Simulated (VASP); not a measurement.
Li2S, 3 atoms in the cell. The structure is cubic, space group Fm-3m (No. 225). The conventional cell has a = 5.762 Å, b = 5.762 Å, c = 5.762 Å, α = 90.00°, β = 90.00°, γ = 90.00°. Within 3.3 Å of Li (site symmetry -43m) lie 4 S at 2.50 Å and 6 Li at 2.88 Å. S (site symmetry m-3m) has 8 Li at 2.50 Å within 3.3 Å.  This cell differs from its parent crystal: volume scaled by 1.03.

- Program: VASP 6.6.1
- Task: single point
- Functional: PBE
- Potentials or basis: VASP PAW PBE potentials, release 64 (Li_sv, S)
- Cutoff: 750 eV
- k mesh: 8 × 8 × 8
- Occupations: gaussian, width 0.02 eV
- Spin: no spin polarisation
- Dipole correction: no
- Further INCAR settings: ALGO = Normal; EDIFF = 1e-06; NBANDS = 13

Potentials or basis: VASP PAW PBE potentials, release 64 (Li_sv, S).

Run with:

```sh
$ cat potpaw_PBE.64/Li_sv/POTCAR potpaw_PBE.64/S/POTCAR > POTCAR
$ mpirun -np 1 vasp_std > vasp.out
```

Hardware: 1 thread of AMD EPYC 7R43 64-Core Processor (Zen 3), with other jobs on the host.

Question: Estimate the wall time of this run.

Answer: Wall time 48 s on 1 thread of AMD EPYC 7R43 64-Core Processor (Zen 3) (shared host), peak memory 0.17 GiB. Counts: scf iterations 12, k points 29.
